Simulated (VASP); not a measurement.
Here is a VASP 6.6.1 calculation.

File INCAR:

```
SYSTEM = Si
PREC     = Accurate       ! precision mode
ENCUT    = 520            ! plane-wave cutoff, eV
EDIFF    = 1E-7           ! SCF threshold, eV
ISMEAR   = 0              ! smearing method
SIGMA    = 0.03           ! smearing width, eV
LREAL    = .False.        ! projectors in reciprocal space
LASPH    = .True.         ! aspherical terms in the spheres
NELM     = 80             ! most SCF steps
ALGO     = Normal         ! electronic algorithm
ISIF     = 2              ! what is computed and relaxed
LWAVE    = .False.        ! write WAVECAR
LCHARG   = .False.        ! write CHGCAR
GGA      = CA             ! functional
NBANDS   = 26             ! bands
```

The input KPOINTS:

```
regular mesh
0
Gamma
  10 10 3
  0 0 0
```

File POSCAR:

```
Si
1.0
   -3.8016851185      0.0000000000      0.0000000000
   -1.9008425592     -3.2923558898      0.0000000000
   -1.1088248262     -0.8230889725     12.5773876662
Si
8
Direct
    0.1822469962      0.1067038276      0.9065180230
    0.2655803295      0.2317038276      0.4065180230
    0.6405803295      0.6275371609      0.1565180230
    0.5572469962      0.5025371609      0.6565180230
    0.3177530038      0.3099628391      0.0934819770
    0.2344196705      0.1849628391      0.5934819770
    0.6094196705      0.5807961724      0.3434819770
    0.5260863372      0.4557961724      0.8434819770
```

Potentials or basis: VASP PAW LDA potentials, release 64 (Si).

Command:

```bash
$ cat potpaw_LDA.64/Si/POTCAR > POTCAR
$ mpirun -np 1 vasp_std > vasp.out
```

Question: Predict the largest force.

Answer: 1.452 eV/Å.

Question: Estimate the band gap on the k mesh.

Answer: Zero (bands 16 and 17 overlap by 0.37 eV).

Question: Estimate the pressure.

Answer: -0.9 GPa.

Stress tensor (GPa, compression positive):
```
-1.24 -1.13  3.20
-1.13 -0.54  2.43
 3.20  2.43 -0.84
```

Caveat: the cell differs from its parent crystal (the part above a cut slid along it); semilocal functionals underestimate gaps, and a narrow one can read as zero; forces of over 1 eV/Å act on the atoms, so gaps and moduli don't describe the material at rest.
